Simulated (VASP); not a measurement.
# BaTlBr3 (Pm-3m) in VASP: settings compared, part 3 of 3

VASP 6.6.1. Earlier steps stand in the parts before.

### Step 5. Single point, r2SCAN

This run uses another cell than the first one, of 48.35 Å³/atom.

POSCAR reads:

```
BaTlBr3
1.0
    6.2293863475      0.0000000000      0.0000000000
    0.0000000000      6.2293863475      0.0000000000
    0.0000000000      0.0000000000      6.2293863475
Tl Ba Br
1 1 3
Direct
    0.0000000000      0.0000000000      0.0000000000
    0.5000000000      0.5000000000      0.5000000000
    0.5000000000      0.5000000000      0.0000000000
    0.5000000000      0.0000000000      0.5000000000
    0.0000000000      0.5000000000      0.5000000000
```

INCAR.step1 reads:

```
PREC = Accurate
ENCUT = 520
ISMEAR = 0
SIGMA = 0.01
LREAL = F
LASPH = T
NELM = 60
NBANDS = 30
GGA = PE
ALGO = Normal
EDIFF = 1E-4
LWAVE = T
LCHARG = F
```

INCAR.step2 reads:

```
PREC = Accurate
ENCUT = 520
EDIFF = 1E-7
ISMEAR = 0
SIGMA = 0.01
LREAL = F
LASPH = T
NELM = 60
ALGO = Normal
ISIF = 2
LWAVE = F
LCHARG = F
METAGGA = R2SCAN
LMIXTAU = T
NBANDS = 30
ISTART = 1
```

KPOINTS reads:

```
regular mesh
0
Gamma
  4 4 4
```

Potentials or basis: VASP PAW PBE potentials, release 64 (Tl_d, Ba_sv, Br).

Run with:

```sh
$ cat potpaw_PBE.64/Tl_d/POTCAR potpaw_PBE.64/Ba_sv/POTCAR potpaw_PBE.64/Br/POTCAR > POTCAR
$ cp INCAR.step1 INCAR
$ mpirun -np 1 vasp_std > vasp.out
$ cp INCAR.step2 INCAR
$ mpirun -np 1 vasp_std > vasp.out
```

OUTCAR:

```text
PREC = Accurate
   ENCUT = 520
   EDIFF = 1E-7
   ISMEAR = 0
   LREAL = F
   LASPH = T
   NELM = 60
   ISIF = 2
   METAGGA = R2SCAN
   ISTART = 1

 ion  position               nearest neighbor table
   1  0.000  0.000  0.000-
   2  0.500  0.500  0.500-   3 3.11   4 3.11   5 3.11   3 3.11   4 3.11   5 3.11
   3  0.500  0.500  0.000-   2 3.11   2 3.11
   4  0.500  0.000  0.500-   2 3.11   2 3.11
   5  0.000  0.500  0.500-   2 3.11   2 3.11

  LATTYP: Found a simple cubic cell.
 ALAT       =     6.2293863475

  Lattice vectors:

 A1 = (   6.2293863475,   0.0000000000,   0.0000000000)
 A2 = (   0.0000000000,   6.2293863475,   0.0000000000)
 A3 = (   0.0000000000,   0.0000000000,   6.2293863475)

Analysis of symmetry for initial positions (statically):
=====================================================================
 Subroutine PRICEL returns:
 Original cell was already a primitive cell.

 Routine SETGRP: Setting up the symmetry group for a
 simple cubic supercell.

 Subroutine GETGRP returns: Found 48 space group operations
 (whereof 48 operations were pure point group operations)
 out of a pool of 48 trial point group operations.

The static configuration has the point symmetry O_h .

Analysis of symmetry for dynamics (positions and initial velocities):
=====================================================================
 Subroutine PRICEL returns:
 Original cell was already a primitive cell.

 Routine SETGRP: Setting up the symmetry group for a
 simple cubic supercell.

 Subroutine GETGRP returns: Found 48 space group operations
 (whereof 48 operations were pure point group operations)
 out of a pool of 48 trial point group operations.

The dynamic configuration has the point symmetry O_h .

 Subroutine INISYM returns: Found 48 space group operations
 (whereof 48 operations are pure point group operations),
 and found     1 'primitive' translations

----------------------------------------------------------------------------------------

                                     Primitive cell

  volume of cell :     241.7329

  direct lattice vectors                    reciprocal lattice vectors
     6.229386348  0.000000000  0.000000000     0.160529456  0.000000000  0.000000000
     0.000000000  6.229386348  0.000000000     0.000000000  0.160529456  0.000000000
     0.000000000  0.000000000  6.229386348     0.000000000  0.000000000  0.160529456

  length of vectors
     6.229386348  6.229386348  6.229386348     0.160529456  0.160529456  0.160529456

  position of ions in fractional coordinates (direct lattice)
     0.000000000  0.000000000  0.000000000
     0.500000000  0.500000000  0.500000000
     0.500000000  0.500000000  0.000000000
     0.500000000  0.000000000  0.500000000
     0.000000000  0.500000000  0.500000000

  ion indices of the primitive-cell ions
   primitive index   ion index
                 1           1
                 2           2
                 3           3
[... 22 lines left out ...]
     0.000000000  0.000000000  0.000000000

 Subroutine IBZKPT returns following result:
 ===========================================

 Found     10 irreducible k-points:

 Following reciprocal coordinates:
            Coordinates               Weight
  0.000000  0.000000  0.000000      1.000000
  0.250000  0.000000  0.000000      6.000000
  0.500000  0.000000  0.000000      3.000000
  0.250000  0.250000  0.000000     12.000000
  0.500000  0.250000  0.000000     12.000000
  0.500000  0.500000  0.000000      3.000000
  0.250000  0.250000  0.250000      8.000000
  0.500000  0.250000  0.250000     12.000000
  0.500000  0.500000  0.250000      6.000000
  0.500000  0.500000  0.500000      1.000000
   k-points           NKPTS =     10   k-points in BZ     NKDIM =     10   number of bands    NBANDS=     30
   number of dos      NEDOS =    301   number of ions     NIONS =      5
   total plane-waves  NPLWV = 110592
   dimension x,y,z NGX =    48 NGY =   48 NGZ =   48
   dimension x,y,z NGXF=    96 NGYF=   96 NGZF=   96
   ions per type =               1   1   3
   NGX,Y,Z   is equivalent  to a cutoff of  12.81, 12.81, 12.81 a.u.
   NGXF,Y,Z  is equivalent  to a cutoff of  25.62, 25.62, 25.62 a.u.
 SYSTEM =  unknown system
   PREC   = accura    normal or accurate (medium, high low for compatibility)
   ISTART =      1    job   : 0-new  1-cont  2-samecut
   ICHARG =      0    charge: 1-file 2-atom 10-const
   ISPIN  =      1    spin polarized calculation?
   LNONCOLLINEAR =      F non collinear calculations
   LSORBIT =      F    spin-orbit coupling
   LASPH  =      T    aspherical Exc in radial PAW
   ENCUT  =  520.0 eV  38.22 Ry    6.18 a.u.  11.58 11.58 11.58*2*pi/ulx,y,z
   NELM   =     60;   NELMIN=  2; NELMDL=  0     # of ELM steps
   EDIFF  = 0.1E-06   stopping-criterion for ELM
   LREAL  =      F    real-space projection
   EDIFFG = 0.1E-05   stopping-criterion for IOM
   NSW    =      0    number of steps for IOM
   IBRION =     -1    ionic relax: 0-MD 1-quasi-New 2-CG
   NFREE  =      0    steps in history (QN), initial steepest desc. (CG)
   ISIF   =      2    stress and relaxation
   ISYM   =      2    0-nonsym 1-usesym 2-fastsym
   POTIM  = 0.5000    time-step for ionic-motion
   TEBEG  =    0.0;   TEEND  =   0.0 temperature during run
   PSTRESS=    0.0 pullay stress
   NELECT =      44.0000    total number of electrons
   NUPDOWN=      -1.0000    fix difference up-down
   EMIN   =  10.00;   EMAX   =-10.00  energy-range for DOS
   EFERMI =   0.00;   METHOD = LEGACY
   ISMEAR =     0;   SIGMA  =   0.01  broadening in eV -4-tet -1-fermi 0-gaus
   EFERMI_NEDOS =   21; number of points for ismear=-14 and -15
   IALGO  =     38    algorithm
   IMIX   =      4    mixing-type and parameters
     AMIX     =   0.40;   BMIX     =  1.00
     AMIX_MAG =   1.60;   BMIX_MAG =  1.00
  volume/ion in A,a.u.               =      48.35       326.26
  Fermi-wavevector in a.u.,A,eV,Ry     =   0.927785  1.753259 11.711679  0.860784
  Thomas-Fermi vector in A             =   2.053891
   LORBIT       =      0    0 simple, 1 ext, 2 COOP (PROOUT), +10 PAW based schemes
   METAGGA = R2SCAN    functional components
   LHFCALC =     F    Hartree Fock is set to
   AEXX    =    0.0000 exact exchange contribution
   IVDW    =     0    specifies the selected vdW correction
   LEPSILON=     F    determine dielectric tensor
   LRPA    =     F    only Hartree local field effects (RPA)
 non-spin polarized calculation
 Gauss-broadening in eV      SIGMA  =   0.01
  energy-cutoff  :      520.00
  volume of cell :      241.73
 maximum number of plane-waves:      6619
 NGX is ok and might be reduce to    48
   NGX = 23   NGY = 23   NGZ = 23

 number of electron      44.0000000 magnetization

 Free energy of the ion-electron system (eV)
  ---------------------------------------------------
  ext. energy  EPLUGINS =         0.00000000
  ---------------------------------------------------
  free energy    TOTEN  =      -127.69372668 eV

  energy without entropy =     -127.69372668  energy(sigma->0) =     -127.69372668

 E-fermi :  -1.6264     XC(G=0):  -7.2202

 val. band max:       -1.7369166289   @ k =   0.5000   0.5000   0.5000
 cond. band min:       1.6972164966   @ k =   0.5000   0.0000   0.0000
 fundamental gap:      3.4341331255
 Fermi energy:        -1.6263756248

 k-point     1 :       0.0000    0.0000    0.0000
  band No.  band energies     occupation
      1     -27.6549      2.00000
      2     -14.6672      2.00000
      3     -14.5911      2.00000
      4     -14.5911      2.00000
      5     -12.6812      2.00000
      6     -12.6812      2.00000
[... 319 lines left out ...]
     29       6.0813      0.00000
     30       6.0813      0.00000

------------------------ aborting loop because EDIFF is reached ----------------------------------------

  FORCE on cell =-STRESS in cart. coord.  units (eV):
  Direction    XX          YY          ZZ          XY          YZ          ZX
  --------------------------------------------------------------------------------------
  -------------------------------------------------------------------------------------
  Total        0.3482788      0.3482788      0.3482788      0.0000000     -0.0000000      0.0000000
  in kB        2.3083510      2.3083510      2.3083510      0.0000000     -0.0000000      0.0000000
  external PRESSURE =       2.3083510 kB  Pullay stress =       0.0000000 kB

 VOLUME and BASIS-vectors are now :
 -----------------------------------------------------------------------------
  energy-cutoff  :      520.00
  volume of cell :      241.73
      direct lattice vectors                 reciprocal lattice vectors
     6.229386348  0.000000000  0.000000000     0.160529456  0.000000000  0.000000000
     0.000000000  6.229386348  0.000000000     0.000000000  0.160529456  0.000000000
     0.000000000  0.000000000  6.229386348     0.000000000  0.000000000  0.160529456

 POSITION                                       TOTAL-FORCE (eV/Angst)
 -----------------------------------------------------------------------------------
      0.00000      0.00000      0.00000         0.000000      0.000000      0.000000
      3.11469      3.11469      3.11469         0.000000      0.000000      0.000000
      3.11469      3.11469      0.00000         0.000000      0.000000      0.000000
      3.11469      0.00000      3.11469         0.000000      0.000000      0.000000
      0.00000      3.11469      3.11469         0.000000      0.000000      0.000000
 -----------------------------------------------------------------------------------
    total drift:                                0.000000     -0.000000     -0.000000

  FREE ENERGIE OF THE ION-ELECTRON SYSTEM (eV)
  ---------------------------------------------------
  free  energy   TOTEN  =      -127.6937266826 eV

  energy  without entropy=     -127.6937266826  energy(sigma->0) =     -127.69372668
```

Run time: 2.2 min. Hardware: 1 thread of Intel Xeon 6975P-C (Granite Rapids), shared host; peak memory 0.41 GiB.

What came out:

| Property | Result |
| --- | --- |
| Free energy | -127.6937 eV |
| Pressure | 0.2 GPa |
| Band gap on the k mesh | 3.43 eV (least direct gap 3.60 eV) |

Levels at points of the mesh, in eV from the valence-band top:
| k point | band 19 | band 20 | band 21 | band 22 | band 23 | band 24 | band 25 | band 26 |
| --- | --- | --- | --- | --- | --- | --- | --- | --- |
| (0.00, 0.00, 0.00) | -0.36 | -0.13 | -0.13 | -0.13 | 4.49 | 4.49 | 4.49 | 5.64 |
| (0.50, 0.00, 0.00) | -0.48 | -0.43 | -0.16 | -0.16 | 3.43 | 4.22 | 4.22 | 5.73 |
| (0.50, 0.50, 0.00) | -0.58 | -0.58 | -0.30 | 0.00 | 3.95 | 3.95 | 3.98 | 6.76 |
| (0.50, 0.50, 0.50) | -1.23 | 0.00 | 0.00 | 0.00 | 4.37 | 4.37 | 4.37 | 7.58 |

Caveat: the PAW data sets were made with another functional, which shifts forces and pressure a little; spin-orbit coupling is left out, which moves the levels of the heavy elements. A k mesh can miss the band edges.

### Step 6. Overview

| level | cell | gap on the mesh (eV) | pressure (GPa) |
| --- | --- | --- | --- |
| PBE | a = 6.398 Å, 5 atoms | 2.89 | -0.6 |
| r2SCAN | a = 6.102 Å, 5 atoms | 3.49 | 1.5 |
| r2SCAN | a = 6.166 Å, 5 atoms | 3.46 | 0.8 |
| r2SCAN | a = 6.229 Å, 5 atoms | 3.43 | 0.2 |

Alike in all rows: task single point; potentials or basis VASP PAW PBE potentials, release 64 (Tl_d, Ba_sv, Br); no spin polarisation; k mesh 4 × 4 × 4; cutoff (eV) 520; smearing gaussian 0.01 eV.

Caveats: spin-orbit coupling is left out, which moves the levels of the heavy elements; the PAW data sets were made with another functional, which shifts forces and pressure a little (at least some runs).

Total energies depend on the potentials used, so only differences within one code and one set of settings carry meaning.
